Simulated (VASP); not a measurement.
# TiCo (Pm-3m) in VASP: settings compared

TiCo is run at these levels: BLYP, RPBE, PBEsol; tasks: single point, elastic constants.

Everything below comes from runs of VASP 6.6.1. Logs are shortened: lines on timing, memory, paths and dates and some standing lists are left out, and cuts for length are marked.

## 1. The cell of the first run

Symmetry: Pm-3m, No. 221, cubic system. Conventional cell: a = 2.986 Å, b = 2.986 Å, c = 2.986 Å, α = 90.00°, β = 90.00°, γ = 90.00°. Co (site symmetry m-3m) has 8 Ti at 2.59 Å and 6 Co at 2.99 Å within 3.4 Å. Within 3.4 Å of Ti (site symmetry m-3m) lie 8 Co at 2.59 Å and 6 Ti at 2.99 Å.

## 2. Single point, BLYP, collinear spin, ferromagnetic start

The input, POSCAR:

```
TiCo
1.0
    2.9861109900      0.0000000000      0.0000000000
    0.0000000000      2.9861109900      0.0000000000
    0.0000000000      0.0000000000      2.9861109900
Co Ti
1 1
Direct
    0.5000000000      0.5000000000      0.5000000000
    0.0000000000      0.0000000000      0.0000000000
```

The input, INCAR.step1:

```
PREC = Accurate
ENCUT = 510
EDIFF = 1E-6
ISMEAR = -1
SIGMA = 0.05
LREAL = F
LASPH = T
NELM = 200
ALGO = Normal
ISIF = 2
LWAVE = F
LCHARG = T
ISPIN = 2
MAGMOM = 2 1
LMAXMIX = 4
GGA = B5
ALDAX = 1.0
AGGAX = 1.0
AGGAC = 1.0
ALDAC = 0.0
NBANDS = 26
GGA_COMPAT = F
NEDOS = 2001
LORBIT = 11
```

The input, KPOINTS.step1:

```
Automatic mesh
0
Gamma
  5 5 5
```

The input, INCAR.step2:

```
PREC = Accurate
ENCUT = 510
EDIFF = 1E-6
ISMEAR = -5
SIGMA = 0.05
LREAL = F
LASPH = T
NELM = 200
ALGO = Normal
ISIF = 2
LWAVE = F
LCHARG = F
ISPIN = 2
MAGMOM = 2 1
LORBIT = 10
LMAXMIX = 4
GGA = B5
ALDAX = 1.0
AGGAX = 1.0
AGGAC = 1.0
ALDAC = 0.0
NEDOS = 1001
ICHARG = 11
GGA_COMPAT = F
```

The input, KPOINTS.step2:

```
Automatic mesh
0
Gamma
  8 8 8
```

Potentials or basis: VASP PAW PBE potentials, release 64 (Co_sv, Ti_sv).

Started as:

```console
> cat potpaw_PBE.64/Co_sv/POTCAR potpaw_PBE.64/Ti_sv/POTCAR > POTCAR
> cp INCAR.step1 INCAR
> cp KPOINTS.step1 KPOINTS
> mpirun -np 1 vasp_std > vasp.out
> cp INCAR.step2 INCAR
> cp KPOINTS.step2 KPOINTS
> mpirun -np 1 vasp_std > vasp.out
```

OUTCAR:

```text
PREC = Accurate
   ENCUT = 510
   EDIFF = 1E-6
   ISMEAR = -5
   LREAL = F
   LASPH = T
   NELM = 200
   ISIF = 2
   ISPIN = 2
   LORBIT = 10
   GGA = B5
   ICHARG = 11

 ion  position               nearest neighbor table
   1  0.500  0.500  0.500-   2 2.59   2 2.59   2 2.59   2 2.59   2 2.59   2 2.59   2 2.59   2 2.59

   2  0.000  0.000  0.000-   1 2.59   1 2.59   1 2.59   1 2.59   1 2.59   1 2.59   1 2.59   1 2.59

  LATTYP: Found a simple cubic cell.
 ALAT       =     2.9861109900

  Lattice vectors:

 A1 = (   2.9861109900,   0.0000000000,   0.0000000000)
 A2 = (   0.0000000000,   2.9861109900,   0.0000000000)
 A3 = (   0.0000000000,   0.0000000000,   2.9861109900)

Analysis of symmetry for initial positions (statically):
=====================================================================
 Subroutine PRICEL returns:
 Original cell was already a primitive cell.

 Routine SETGRP: Setting up the symmetry group for a
 simple cubic supercell.

 Subroutine GETGRP returns: Found 48 space group operations
 (whereof 48 operations were pure point group operations)
 out of a pool of 48 trial point group operations.

The static configuration has the point symmetry O_h .

Analysis of symmetry for dynamics (positions and initial velocities):
=====================================================================
 Subroutine PRICEL returns:
 Original cell was already a primitive cell.

 Routine SETGRP: Setting up the symmetry group for a
 simple cubic supercell.

 Subroutine GETGRP returns: Found 48 space group operations
 (whereof 48 operations were pure point group operations)
 out of a pool of 48 trial point group operations.

The dynamic configuration has the point symmetry O_h .

Analysis of structural, dynamic, and magnetic symmetry:
=====================================================================
 Subroutine PRICEL returns:
 Original cell was already a primitive cell.

 Routine SETGRP: Setting up the symmetry group for a
 simple cubic supercell.

 Subroutine GETGRP returns: Found 48 space group operations
 (whereof 48 operations were pure point group operations)
 out of a pool of 48 trial point group operations.

The overall configuration has the point symmetry O_h .

 Subroutine INISYM returns: Found 48 space group operations
 (whereof 48 operations are pure point group operations),
 and found     1 'primitive' translations

----------------------------------------------------------------------------------------

                                     Primitive cell

  volume of cell :      26.6267

  direct lattice vectors                    reciprocal lattice vectors
     2.986110990  0.000000000  0.000000000     0.334883735  0.000000000  0.000000000
     0.000000000  2.986110990  0.000000000     0.000000000  0.334883735  0.000000000
     0.000000000  0.000000000  2.986110990     0.000000000  0.000000000  0.334883735

  length of vectors
     2.986110990  2.986110990  2.986110990     0.334883735  0.334883735  0.334883735

  position of ions in fractional coordinates (direct lattice)
     0.500000000  0.500000000  0.500000000
     0.000000000  0.000000000  0.000000000

  ion indices of the primitive-cell ions
   primitive index   ion index
                 1           1
                 2           2

----------------------------------------------------------------------------------------

 KPOINTS: Automatic mesh

Automatic generation of k-mesh.
 Grid dimensions read from file:
 generate k-points for:    8    8    8

 Generating k-lattice:

  Cartesian coordinates                     Fractional coordinates (reciprocal lattice)
     0.041860467  0.000000000  0.000000000     0.125000000  0.000000000  0.000000000
     0.000000000  0.041860467  0.000000000     0.000000000  0.125000000  0.000000000
     0.000000000  0.000000000  0.041860467     0.000000000  0.000000000  0.125000000

  Length of vectors
     0.041860467  0.041860467  0.041860467

  Shift w.r.t. Gamma in fractional coordinates (k-lattice)
     0.000000000  0.000000000  0.000000000

 TETIRR: Found    250 inequivalent tetrahedra from     3072

 Subroutine IBZKPT returns following result:
 ===========================================

 Found     35 irreducible k-points:

 Following reciprocal coordinates:
            Coordinates               Weight
  0.000000  0.000000  0.000000      1.000000
  0.125000  0.000000  0.000000      6.000000
  0.250000  0.000000  0.000000      6.000000
  0.375000  0.000000  0.000000      6.000000
  0.500000  0.000000  0.000000      3.000000
  0.125000  0.125000  0.000000     12.000000
[... 16 lines left out ...]
  0.375000  0.375000  0.125000     24.000000
  0.500000  0.375000  0.125000     24.000000
 [... further k-points ...]
   k-points           NKPTS =     35   k-points in BZ     NKDIM =     35   number of bands    NBANDS=     20
   number of dos      NEDOS =   1001   number of ions     NIONS =      2
   total plane-waves  NPLWV =  13824
   dimension x,y,z NGX =    24 NGY =   24 NGZ =   24
   dimension x,y,z NGXF=    48 NGYF=   48 NGZF=   48
   ions per type =               1   1
   NGX,Y,Z   is equivalent  to a cutoff of  13.36, 13.36, 13.36 a.u.
   NGXF,Y,Z  is equivalent  to a cutoff of  26.72, 26.72, 26.72 a.u.
 SYSTEM =  unknown system
   PREC   = accura    normal or accurate (medium, high low for compatibility)
   ISTART =      0    job   : 0-new  1-cont  2-samecut
   ICHARG =     11    charge: 1-file 2-atom 10-const
   ISPIN  =      2    spin polarized calculation?
   LNONCOLLINEAR =      F non collinear calculations
   LSORBIT =      F    spin-orbit coupling
   LASPH  =      T    aspherical Exc in radial PAW
   ENCUT  =  510.0 eV  37.48 Ry    6.12 a.u.   5.50  5.50  5.50*2*pi/ulx,y,z
   NELM   =    200;   NELMIN=  2; NELMDL=  0     # of ELM steps
   EDIFF  = 0.1E-05   stopping-criterion for ELM
   LREAL  =      F    real-space projection
   EDIFFG = 0.1E-04   stopping-criterion for IOM
   NSW    =      0    number of steps for IOM
   IBRION =     -1    ionic relax: 0-MD 1-quasi-New 2-CG
   NFREE  =      0    steps in history (QN), initial steepest desc. (CG)
   ISIF   =      2    stress and relaxation
   ISYM   =      2    0-nonsym 1-usesym 2-fastsym
   POTIM  = 0.5000    time-step for ionic-motion
   TEBEG  =    0.0;   TEEND  =   0.0 temperature during run
   PSTRESS=    0.0 pullay stress
   NELECT =      29.0000    total number of electrons
   NUPDOWN=      -1.0000    fix difference up-down
   EMIN   =  10.00;   EMAX   =-10.00  energy-range for DOS
   EFERMI =   0.00;   METHOD = LEGACY
   ISMEAR =    -5;   SIGMA  =   0.05  broadening in eV -4-tet -1-fermi 0-gaus
   EFERMI_NEDOS =   21; number of points for ismear=-14 and -15
   IALGO  =     38    algorithm
   IMIX   =      4    mixing-type and parameters
     AMIX     =   0.40;   BMIX     =  1.00
     AMIX_MAG =   1.60;   BMIX_MAG =  1.00
  volume/ion in A,a.u.               =      13.31        89.84
  Fermi-wavevector in a.u.,A,eV,Ry     =   1.684360  3.182979 38.600656  2.837068
  Thomas-Fermi vector in A             =   2.767396
   LORBIT       =     10    0 simple, 1 ext, 2 COOP (PROOUT), +10 PAW based schemes
   GGA     = B5    functional components
   LHFCALC =     F    Hartree Fock is set to
   AEXX    =    0.0000 exact exchange contribution
   IVDW    =     0    specifies the selected vdW correction
   LEPSILON=     F    determine dielectric tensor
   LRPA    =     F    only Hartree local field effects (RPA)
 spin polarized calculation
 Fermi weights with tetrahedron method with Bloechl corrections
  energy-cutoff  :      510.00
  volume of cell :       26.63
 maximum number of plane-waves:       739
 NGX is ok and might be reduce to    24

 number of electron      29.0000006 magnetization       0.9023445

 Free energy of the ion-electron system (eV)
  ---------------------------------------------------
  ext. energy  EPLUGINS =         0.00000000
  ---------------------------------------------------
  free energy    TOTEN  =       -13.69770075 eV

  energy without entropy =      -13.69770075  energy(sigma->0) =      -13.69770075

 E-fermi :  11.0956     XC(G=0): -12.2116

 val. band max:       11.1832397889   @ k =   0.3750   0.3750   0.0000
 cond. band min:      11.0599738423   @ k =   0.5000   0.1250   0.1250
 fundamental gap:     -0.1232659466
 Fermi energy:        11.0955841281

 spin component 1

 k-point     1 :       0.0000    0.0000    0.0000
  band No.  band energies     occupation
      1     -84.1206      1.00000
      2     -47.6182      1.00000
      3     -47.6182      1.00000
      4     -47.6182      1.00000
      5     -45.9237      1.00000
      6     -22.1809      1.00000
[... 12 lines left out ...]
     19      13.6144      0.00000
     20      20.0952      0.00000

 k-point     2 :       0.1250    0.0000    0.0000
  band No.  band energies     occupation
      1     -84.1204      1.00000
      2     -47.6223      1.00000
      3     -47.6173      1.00000
      4     -47.6173      1.00000
      5     -45.9171      1.00000
      6     -22.2248      1.00000
[... 12 lines left out ...]
     19      13.5521      0.00000
     20      18.7566      0.00000
[... 465 lines left out ...]
      3     -47.6344      1.00000
      4     -47.6173      1.00000
      5     -45.8646      1.00000
      6     -22.3945      1.00000
[... 12 lines left out ...]
     19      13.5638      0.00000
     20      15.7029      0.00000

 k-point    24 :       0.5000    0.3750    0.1250
  band No.  band energies     occupation
      1     -84.1177      1.00000
      2     -47.6388      1.00000
      3     -47.6341      1.00000
      4     -47.6170      1.00000
      5     -45.8614      1.00000
      6     -22.4308      1.00000
[... 12 lines left out ...]
     19      14.2535      0.00000
     20      14.8719      0.00000

 [... further k-points ...]

 spin component 2

 k-point     1 :       0.0000    0.0000    0.0000
  band No.  band energies     occupation
      1     -83.0216      1.00000
      2     -46.5550      1.00000
      3     -46.5550      1.00000
      4     -46.5550      1.00000
      5     -45.8983      1.00000
      6     -22.1560      1.00000
[... 12 lines left out ...]
     19      13.7655      0.00000
     20      20.1705      0.00000

 k-point     2 :       0.1250    0.0000    0.0000
  band No.  band energies     occupation
      1     -83.0214      1.00000
      2     -46.5625      1.00000
      3     -46.5541      1.00000
      4     -46.5541      1.00000
      5     -45.8885      1.00000
      6     -22.2004      1.00000
[... 12 lines left out ...]
     19      13.6941      0.00000
     20      18.8519      0.00000
[... 465 lines left out ...]
      3     -46.5723      1.00000
      4     -46.5541      1.00000
      5     -45.8346      1.00000
      6     -22.3720      1.00000
[... 12 lines left out ...]
     19      13.7441      0.00000
     20      15.7812      0.00000

 k-point    24 :       0.5000    0.3750    0.1250
  band No.  band energies     occupation
      1     -83.0186      1.00000
      2     -46.5793      1.00000
      3     -46.5719      1.00000
      4     -46.5537      1.00000
      5     -45.8331      1.00000
      6     -22.4087      1.00000
[... 12 lines left out ...]
     19      14.4301      0.00000
     20      14.9208      0.00000

 [... further k-points ...]
[... 5 lines left out ...]
  --------------------------------------------------------------------------------------
  -------------------------------------------------------------------------------------
  Total       -2.0107615     -2.0107615     -2.0107615      0.0000000      0.0000000     -0.0000000
  in kB     -120.9910664   -120.9910664   -120.9910664      0.0000000      0.0000000     -0.0000000
  external PRESSURE =    -120.9910664 kB  Pullay stress =       0.0000000 kB

 VOLUME and BASIS-vectors are now :
 -----------------------------------------------------------------------------
  energy-cutoff  :      510.00
  volume of cell :       26.63
      direct lattice vectors                 reciprocal lattice vectors
     2.986110990  0.000000000  0.000000000     0.334883735  0.000000000  0.000000000
     0.000000000  2.986110990  0.000000000     0.000000000  0.334883735  0.000000000
     0.000000000  0.000000000  2.986110990     0.000000000  0.000000000  0.334883735

 POSITION                                       TOTAL-FORCE (eV/Angst)
 -----------------------------------------------------------------------------------
      1.49306      1.49306      1.49306         0.000000      0.000000      0.000000
      0.00000      0.00000      0.00000         0.000000      0.000000      0.000000
 -----------------------------------------------------------------------------------
    total drift:                                0.000000      0.000000     -0.000000

  FREE ENERGIE OF THE ION-ELECTRON SYSTEM (eV)
  ---------------------------------------------------
  free  energy   TOTEN  =       -13.6977007517 eV

  energy  without entropy=      -13.6977007517  energy(sigma->0) =      -13.69770075

 total charge

# of ion       s       p       d       tot
------------------------------------------
    1        2.277   6.097   6.731  15.105
    2        2.248   6.177   1.938  10.362
--------------------------------------------------
tot          4.524  12.273   8.669  25.467

 magnetization (x)

# of ion       s       p       d       tot
------------------------------------------
    1        0.017   0.001   0.902   0.920
    2       -0.001  -0.012   0.013  -0.000
--------------------------------------------------
tot          0.016  -0.011   0.915   0.920
```

It took 39 s on 1 thread of AMD EPYC 9R45 (Zen 5), shared host; peak memory 0.13 GiB.

Results:

```
Net moment                                            : 0.90 μB per cell
Site moments                                          : Co +0.92; Ti -0.00 μB
Valence electrons inside the program's atomic spheres : Co 15.11; Ti 10.36
```

Caveat: the k points lie up to 0.42 Å⁻¹ apart; the PAW data sets were made with another functional, which shifts forces and pressure a little.

## 3. Single point, RPBE, collinear spin, ferromagnetic start

POSCAR is that of step 2.

The input, INCAR.step1:

```
SYSTEM = TiCo
ALGO = Normal
EDIFF = 1E-6
ENCUT = 510
GGA = RP
GGA_COMPAT = .False.
ISIF = 2
ISMEAR = -1
ISPIN = 2
LASPH = .True.
LCHARG = .True.
LMAXMIX = 4
LORBIT = 11
LREAL = .False.
LWAVE = .False.
MAGMOM = 2 1
NBANDS = 26
NEDOS = 2001
NELM = 200
PREC = Accurate
SIGMA = 0.05
```

The input, KPOINTS.step1:

```
k-points
0
Gamma
  5 5 5
  0 0 0
```

The input, INCAR.step2:

```
SYSTEM = TiCo
ALGO = Normal
EDIFF = 1E-6
ENCUT = 510
GGA = RP
GGA_COMPAT = .False.
ICHARG = 11
ISIF = 2
ISMEAR = -5
ISPIN = 2
LASPH = .True.
LCHARG = .False.
LMAXMIX = 4
LORBIT = 11
LREAL = .False.
LWAVE = .False.
MAGMOM = 2 1
NBANDS = 26
NEDOS = 1001
NELM = 200
PREC = Accurate
SIGMA = 0.05
```

The input, KPOINTS.step2:

```
k-points
0
Gamma
  8 8 8
  0 0 0
```

Potentials or basis: VASP PAW PBE potentials, release 64 (Co_sv, Ti_sv).

Started as:

```console
> cat potpaw_PBE.64/Co_sv/POTCAR potpaw_PBE.64/Ti_sv/POTCAR > POTCAR
> cp INCAR.step1 INCAR
> cp KPOINTS.step1 KPOINTS
> mpirun -np 1 vasp_std > vasp.out
> cp INCAR.step2 INCAR
> cp KPOINTS.step2 KPOINTS
> mpirun -np 1 vasp_std > vasp.out
```

Run time: 24 s. Hardware: 1 thread of Intel Xeon Platinum 8488C (Sapphire Rapids), shared host; peak memory 0.17 GiB.

It converged, with:

- Net moment: 0.90 μB per cell
- Site moments: Co +1.03; Ti -0.07 μB
- Valence electrons inside the program's atomic spheres: Co 15.05; Ti 10.29

Levels at points of the mesh, in eV from the Fermi level:
Spin up:
```csv
k point,band 11,band 12,band 13,band 14,band 15,band 16,band 17,band 18,band 19,band 20
"(0.00, 0.00, 0.00)",-4.19,-1.87,-1.87,-1.87,0.51,0.51,2.67,2.67,2.67,8.92
"(0.50, 0.00, 0.00)",-3.14,-1.99,-1.99,-1.52,-0.64,-0.63,0.67,0.67,2.24,3.93
"(0.50, 0.50, 0.00)",-2.73,-2.73,-1.55,-0.80,0.62,0.62,1.15,2.45,2.45,3.17
"(0.50, 0.50, 0.50)",-2.80,-2.08,-2.08,-2.08,-1.52,-1.52,3.24,3.24,6.94,8.32
```
Spin down:
| k point | band 10 | band 11 | band 12 | band 13 | band 14 | band 15 | band 16 | band 17 | band 18 | band 19 |
| --- | --- | --- | --- | --- | --- | --- | --- | --- | --- | --- |
| (0.00, 0.00, 0.00) | -3.46 | -3.46 | -1.26 | -1.26 | -1.26 | 1.10 | 1.10 | 2.78 | 2.78 | 2.78 |
| (0.50, 0.00, 0.00) | -3.85 | -1.74 | -1.34 | -1.34 | -0.82 | -0.82 | 0.67 | 0.67 | 0.73 | 2.25 |
| (0.50, 0.50, 0.00) | -3.68 | -2.25 | -2.25 | 0.17 | 0.43 | 0.55 | 0.55 | 1.28 | 2.66 | 2.66 |
| (0.50, 0.50, 0.50) | -2.28 | -2.28 | -2.10 | -2.10 | -2.10 | 0.20 | 0.20 | 3.12 | 3.12 | 7.26 |

Caveat: the k points lie up to 0.42 Å⁻¹ apart; the PAW data sets were made with another functional, which shifts forces and pressure a little.

[end of part 1 of 2]
